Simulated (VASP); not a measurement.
# MgO in VASP: a series of runs

The runs below take MgO through single point, with PBE.

Program: VASP 6.6.1. These are calculated values, not measurements. Logs are shortened: lines on timing, memory, paths and dates and some standing lists are left out, and cuts for length are marked.

## 1. The cell of the first run

The cell holds a slab with vacuum, 24 atoms: a = 6.016 Å, b = 6.016 Å, c = 22.140 Å, α = 90.00°, β = 90.00°, γ = 120.00°.

## 2. Single point, PBE

INCAR reads:

```
SYSTEM = MgO
PREC = Accurate ; ENCUT = 520
EDIFF = 1E-7 ; ISMEAR = 0
SIGMA = 0.05 ; LREAL = Auto
LASPH = .TRUE. ; NELM = 60
ALGO = Normal ; ISIF = 2
LWAVE = .FALSE. ; LCHARG = .FALSE.
LDIPOL = .TRUE. ; IDIPOL = 3
DIPOL = 0.5 0.5 0.499 ; GGA = PE
NBANDS = 66
```

KPOINTS reads:

```
regular mesh
0
G
  3 3 1
  0 0 0
```

POSCAR reads:

```
MgO
1.0
    6.0158464379      0.0000000000      0.0000000000
   -3.0079232190      5.2098758405      0.0000000000
    0.0000000000      0.0000000000     22.1398975599
O Mg
12 12
Direct
    0.1666666667      0.3333333333      0.3613386186
    0.1666666667      0.8333333333      0.3613386186
    0.6666666667      0.3333333333      0.3613386186
    0.6666666667      0.8333333333      0.3613386186
    0.5000000000      0.5000000000      0.4722677237
    0.5000000000      0.0000000000      0.4722677237
    0.0000000000      0.5000000000      0.4722677237
    0.0000000000      0.0000000000      0.4722677237
    0.8333333333      0.6666666667      0.5849273292
    0.8333333333      0.1666666667      0.5849273292
    0.3333333333      0.6666666667      0.5849273292
    0.3333333333      0.1666666667      0.5849273292
    0.3333333333      0.1666666667      0.4168031712
    0.3333333333      0.6666666667      0.4168031712
    0.8333333333      0.1666666667      0.4168031712
    0.8333333333      0.6666666667      0.4168031712
    0.6666666667      0.3333333333      0.5227382513
    0.6666666667      0.8333333333      0.5227382513
    0.1666666667      0.3333333333      0.5227382513
    0.1666666667      0.8333333333      0.5227382513
    0.0000000000      0.5000000000      0.6358572823
    0.0000000000      0.0000000000      0.6358572823
    0.5000000000      0.5000000000      0.6358572823
    0.5000000000      0.0000000000      0.6358572823
```

Potentials or basis: VASP PAW PBE potentials, release 64 (O, Mg).

On the command line:

```
> cat potpaw_PBE.64/O/POTCAR potpaw_PBE.64/Mg/POTCAR > POTCAR
> mpirun -np 1 vasp_std > vasp.out
```

OUTCAR:

```text
SYSTEM = MgO
   PREC = Accurate
   ENCUT = 520
   EDIFF = 1E-7
   ISMEAR = 0
   LREAL = Auto
   LASPH = .TRUE.
   NELM = 60
   ISIF = 2
   GGA = PE

 ion  position               nearest neighbor table
   1  0.167  0.333  0.361-  13 2.13  15 2.13  14 2.13
   2  0.167  0.833  0.361-  14 2.13  16 2.13  13 2.13
   3  0.667  0.333  0.361-  15 2.13  13 2.13  16 2.13
   4  0.667  0.833  0.361-  16 2.13  14 2.13  15 2.13
   5  0.500  0.500  0.472-  19 2.07  18 2.07  17 2.07  16 2.13  13 2.13  14 2.13
   6  0.500  0.000  0.472-  20 2.07  17 2.07  18 2.07  15 2.13  14 2.13  13 2.13
   7  0.000  0.500  0.472-  17 2.07  20 2.07  19 2.07  14 2.13  15 2.13  16 2.13
   8  0.000  0.000  0.472-  18 2.07  19 2.07  20 2.07  13 2.13  16 2.13  15 2.13
   9  0.833  0.667  0.585-  23 2.07  22 2.07  21 2.07  18 2.22  20 2.22  17 2.22
  10  0.833  0.167  0.585-  24 2.07  21 2.07  22 2.07  17 2.22  19 2.22  18 2.22
  11  0.333  0.667  0.585-  21 2.07  24 2.07  23 2.07  20 2.22  18 2.22  19 2.22
  12  0.333  0.167  0.585-  22 2.07  23 2.07  24 2.07  19 2.22  17 2.22  20 2.22
  13  0.333  0.167  0.417-   8 2.13   5 2.13   6 2.13   1 2.13   3 2.13   2 2.13  19 2.92  17 2.92
                            20 2.92  16 3.01  16 3.01  15 3.01  15 3.01  14 3.01  14 3.01
  14  0.333  0.667  0.417-   7 2.13   6 2.13   5 2.13   2 2.13   4 2.13   1 2.13  20 2.92  18 2.92
                            19 2.92  15 3.01  15 3.01  16 3.01  16 3.01  13 3.01  13 3.01
  15  0.833  0.167  0.417-   6 2.13   7 2.13   8 2.13   3 2.13   1 2.13   4 2.13  17 2.92  19 2.92
[... 26 lines left out ...]
 A1 = (   6.0158464379,   0.0000000000,   0.0000000000)
 A2 = (  -3.0079232190,   5.2098758405,   0.0000000000)
 A3 = (   0.0000000000,   0.0000000000,  22.1398975599)

Analysis of symmetry for initial positions (statically):
=====================================================================
 Subroutine PRICEL returns following result:

  LATTYP: Found a hexagonal cell.
 ALAT       =     3.0079232189
 C/A-ratio  =     7.3605261665

  Lattice vectors:

 A1 = (   3.0079232189,   0.0000000000,   0.0000000000)
 A2 = (  -1.5039616095,   2.6049379202,   0.0000000000)
 A3 = (   0.0000000000,   0.0000000000,  22.1398975599)

   4 primitive cells build up your supercell.

 Routine SETGRP: Setting up the symmetry group for a
 hexagonal supercell.

 Subroutine GETGRP returns: Found  6 space group operations
 (whereof  6 operations were pure point group operations)
 out of a pool of 24 trial point group operations.

The static configuration has the point symmetry C_3v.

Analysis of symmetry for dynamics (positions and initial velocities):
=====================================================================
 Subroutine PRICEL returns following result:

  LATTYP: Found a hexagonal cell.
 ALAT       =     3.0079232189
 C/A-ratio  =     7.3605261665

  Lattice vectors:

 A1 = (   3.0079232189,   0.0000000000,   0.0000000000)
 A2 = (  -1.5039616095,   2.6049379202,   0.0000000000)
 A3 = (   0.0000000000,   0.0000000000,  22.1398975599)

   4 primitive cells build up your supercell.

 Routine SETGRP: Setting up the symmetry group for a
 hexagonal supercell.

 Subroutine GETGRP returns: Found  6 space group operations
 (whereof  6 operations were pure point group operations)
 out of a pool of 24 trial point group operations.

The dynamic configuration has the point symmetry C_3v.

 Subroutine INISYM returns: Found  6 space group operations
 (whereof  6 operations are pure point group operations),
 and found     4 'primitive' translations

----------------------------------------------------------------------------------------

                                     Primitive cell

  volume of cell :     173.4761

  direct lattice vectors                    reciprocal lattice vectors
     3.007923219  0.000000000  0.000000000     0.332455295  0.191943154  0.000000000
    -1.503961609  2.604937920  0.000000000     0.000000000  0.383886308  0.000000000
     0.000000000  0.000000000 22.139897560     0.000000000  0.000000000  0.045167327

  length of vectors
     3.007923219  3.007923219 22.139897560     0.383886308  0.383886308  0.045167327

  position of ions in fractional coordinates (direct lattice)
     0.333333333  0.666666667  0.361338619
     0.000000000  0.000000000  0.472267724
     0.666666667  0.333333333  0.584927329
     0.666666667  0.333333333  0.416803171
     0.333333333  0.666666667  0.522738251
     0.000000000  0.000000000  0.635857282

  ion indices of the primitive-cell ions
   primitive index   ion index
                 1           1
                 2           7
                 3          12
                 4          13
                 5          19
                 6          21

----------------------------------------------------------------------------------------

 KPOINTS: regular mesh

Automatic generation of k-mesh.
 Grid dimensions read from file:
 generate k-points for:    3    3    1

 Generating k-lattice:

  Cartesian coordinates                     Fractional coordinates (reciprocal lattice)
     0.055409216  0.031990526  0.000000000     0.333333333  0.000000000  0.000000000
     0.000000000  0.063981051  0.000000000     0.000000000  0.333333333  0.000000000
     0.000000000  0.000000000  0.045167327     0.000000000  0.000000000  1.000000000

  Length of vectors
     0.063981051  0.063981051  0.045167327

  Shift w.r.t. Gamma in fractional coordinates (k-lattice)
     0.000000000  0.000000000  0.000000000

 Subroutine IBZKPT returns following result:
 ===========================================

 Found      3 irreducible k-points:

 Following reciprocal coordinates:
            Coordinates               Weight
  0.000000  0.000000  0.000000      1.000000
  0.333333  0.000000  0.000000      6.000000
  0.333333  0.333333  0.000000      2.000000
   k-points           NKPTS =      3   k-points in BZ     NKDIM =      3   number of bands    NBANDS=     66
   number of dos      NEDOS =    301   number of ions     NIONS =     24
   total plane-waves  NPLWV = 387072
   dimension x,y,z NGX =    48 NGY =   48 NGZ =  168
   dimension x,y,z NGXF=    96 NGYF=   96 NGZF=  336
   ions per type =              12  12
   NGX,Y,Z   is equivalent  to a cutoff of  13.26, 13.26, 12.61 a.u.
   NGXF,Y,Z  is equivalent  to a cutoff of  26.53, 26.53, 25.23 a.u.
 SYSTEM =  MgO
   PREC   = accura    normal or accurate (medium, high low for compatibility)
   ISTART =      0    job   : 0-new  1-cont  2-samecut
   ICHARG =      2    charge: 1-file 2-atom 10-const
   ISPIN  =      1    spin polarized calculation?
   LNONCOLLINEAR =      F non collinear calculations
   LSORBIT =      F    spin-orbit coupling
   LASPH  =      T    aspherical Exc in radial PAW
   ENCUT  =  520.0 eV  38.22 Ry    6.18 a.u.  11.19 11.19 41.17*2*pi/ulx,y,z
   NELM   =     60;   NELMIN=  2; NELMDL= -5     # of ELM steps
   EDIFF  = 0.1E-06   stopping-criterion for ELM
   LREAL  =      T    real-space projection
   EDIFFG = 0.1E-05   stopping-criterion for IOM
   NSW    =      0    number of steps for IOM
   IBRION =     -1    ionic relax: 0-MD 1-quasi-New 2-CG
   NFREE  =      0    steps in history (QN), initial steepest desc. (CG)
   ISIF   =      2    stress and relaxation
   ISYM   =      2    0-nonsym 1-usesym 2-fastsym
   POTIM  = 0.5000    time-step for ionic-motion
   TEBEG  =    0.0;   TEEND  =   0.0 temperature during run
   PSTRESS=    0.0 pullay stress
   NELECT =      96.0000    total number of electrons
   NUPDOWN=      -1.0000    fix difference up-down
   EMIN   =  10.00;   EMAX   =-10.00  energy-range for DOS
   EFERMI =   0.00;   METHOD = LEGACY
   ISMEAR =     0;   SIGMA  =   0.05  broadening in eV -4-tet -1-fermi 0-gaus
   EFERMI_NEDOS =   21; number of points for ismear=-14 and -15
   IALGO  =     38    algorithm
   IMIX   =      4    mixing-type and parameters
     AMIX     =   0.40;   BMIX     =  1.00
     AMIX_MAG =   1.60;   BMIX_MAG =  1.00
  volume/ion in A,a.u.               =      28.91       195.11
  Fermi-wavevector in a.u.,A,eV,Ry     =   0.846705  1.600040  9.754138  0.716909
  Thomas-Fermi vector in A             =   1.962094
   LORBIT       =      0    0 simple, 1 ext, 2 COOP (PROOUT), +10 PAW based schemes
   GGA     = PE    functional components
   LHFCALC =     F    Hartree Fock is set to
   AEXX    =    0.0000 exact exchange contribution
   IVDW    =     0    specifies the selected vdW correction
   LEPSILON=     F    determine dielectric tensor
   LRPA    =     F    only Hartree local field effects (RPA)
 non-spin polarized calculation
 Gauss-broadening in eV      SIGMA  =   0.05
  energy-cutoff  :      520.00
  volume of cell :      693.90
 maximum number of plane-waves:     18755
 NGX is ok and might be reduce to    48
   NGX = 23   NGY = 23   NGZ = 83

 dipolmoment           0.000000      0.000000      0.011093 electrons x Angstroem

 number of electron      96.0000033 magnetization

 dipolmoment           0.000000      0.000000     -0.953924 electrons x Angstroem

 Free energy of the ion-electron system (eV)
  ---------------------------------------------------
  ext. energy  EPLUGINS =         0.00000000
  ---------------------------------------------------
  free energy    TOTEN  =      -121.25673366 eV

  energy without entropy =     -121.22231463  energy(sigma->0) =     -121.23952415

 E-fermi :  -3.1128     XC(G=0):  -4.5794

 val. band max:       -3.1494071284   @ k =   0.3333   0.3333   0.0000
 cond. band min:      -3.0952265299   @ k =   0.3333   0.0000   0.0000
 fundamental gap:      0.0541805985
 Fermi energy:        -3.1128488922

 k-point     1 :       0.0000    0.0000    0.0000
  band No.  band energies     occupation
      1     -22.9186      2.00000
      2     -22.0857      2.00000
      3     -22.0857      2.00000
      4     -22.0857      2.00000
      5     -21.8586      2.00000
      6     -21.1590      2.00000
[... 178 lines left out ...]
     59       2.6618      0.00000
     60       2.6618      0.00000
 [bands above 60 left out]

------------------------ aborting loop because EDIFF is reached ----------------------------------------

 vacuum level on the upper side and lower side of the slab       (xc-potential included)        -2.709         2.668

  FORCE on cell =-STRESS in cart. coord.  units (eV):
  Direction    XX          YY          ZZ          XY          YZ          ZX
  --------------------------------------------------------------------------------------
  -------------------------------------------------------------------------------------
  Total        1.6492135      1.6492135     -1.2069837     -0.0000000      0.0000000     -0.0000000
  in kB        3.8079193      3.8079193     -2.7868415     -0.0000000      0.0000000     -0.0000000
  external PRESSURE =       1.6096657 kB  Pullay stress =       0.0000000 kB

 VOLUME and BASIS-vectors are now :
 -----------------------------------------------------------------------------
  energy-cutoff  :      520.00
  volume of cell :      693.90
      direct lattice vectors                 reciprocal lattice vectors
     6.015846438  0.000000000  0.000000000     0.166227647  0.095971577  0.000000000
    -3.007923219  5.209875840  0.000000000     0.000000000  0.191943154  0.000000000
     0.000000000  0.000000000 22.139897560     0.000000000  0.000000000  0.045167327

 POSITION                                       TOTAL-FORCE (eV/Angst)
 -----------------------------------------------------------------------------------
      0.00000      1.73663      8.00000        -0.000000      0.000000      1.497019
     -1.50396      4.34156      8.00000        -0.000000     -0.000000      1.497019
      3.00792      1.73663      8.00000        -0.000000      0.000000      1.497019
      1.50396      4.34156      8.00000        -0.000000      0.000000      1.497019
      1.50396      2.60494     10.45596         0.000000     -0.000000      1.353328
      3.00792      0.00000     10.45596         0.000000     -0.000000      1.353328
[... 16 lines left out ...]
      1.50396      2.60494     14.07782         0.000000     -0.000000     -0.011178
      3.00792      0.00000     14.07782         0.000000      0.000000     -0.011178
 -----------------------------------------------------------------------------------
    total drift:                                0.000001      0.000000      0.019395

  FREE ENERGIE OF THE ION-ELECTRON SYSTEM (eV)
  ---------------------------------------------------
  free  energy   TOTEN  =      -121.2567336631 eV

  energy  without entropy=     -121.2223146342  energy(sigma->0) =     -121.23952415

 vacuum level on the upper side and lower side of the slab         1.403         6.913
```

Wall time 5.2 min (1 thread of AMD EPYC 9R45 (Zen 5), shared host); peak memory 0.74 GiB.

Results:

* Free energy: -121.2567 eV
* Largest force: 2.841 eV/Å
* Band gap on the k mesh: zero (band 48 reaches -2.68 eV, above the bottom of band 49 at -3.15 eV)

Forces in eV/Å, atoms in the order of the input:
```
O    0.000  0.000  1.497
O    0.000  0.000  1.497
O    0.000  0.000  1.497
O    0.000  0.000  1.497
O    0.000  0.000  1.353
O    0.000  0.000  1.353
O    0.000  0.000  1.353
O    0.000  0.000  1.353
O    0.000  0.000 -0.032
O    0.000  0.000 -0.032
O    0.000  0.000 -0.032
O    0.000  0.000 -0.032
Mg   0.000  0.000 -2.841
Mg   0.000  0.000 -2.841
Mg   0.000  0.000 -2.841
Mg   0.000  0.000 -2.841
Mg   0.000  0.000  0.034
Mg   0.000  0.000  0.034
Mg   0.000  0.000  0.034
Mg   0.000  0.000  0.034
Mg   0.000  0.000 -0.011
Mg   0.000  0.000 -0.011
Mg   0.000  0.000 -0.011
Mg   0.000  0.000 -0.011
```

Levels at points of the mesh, in eV from the Fermi level:
| k point | band 43 | band 44 | band 45 | band 46 | band 47 | band 48 | band 49 | band 50 | band 51 | band 52 |
| --- | --- | --- | --- | --- | --- | --- | --- | --- | --- | --- |
| (0.00, 0.00, 0.00) | -0.22 | -0.22 | -0.06 | -0.06 | -0.06 | 0.44 | 0.44 | 1.76 | 1.76 | 1.76 |

Caveat: the k points lie up to 0.40 Å⁻¹ apart.

(Continued in part 2 of 2.)
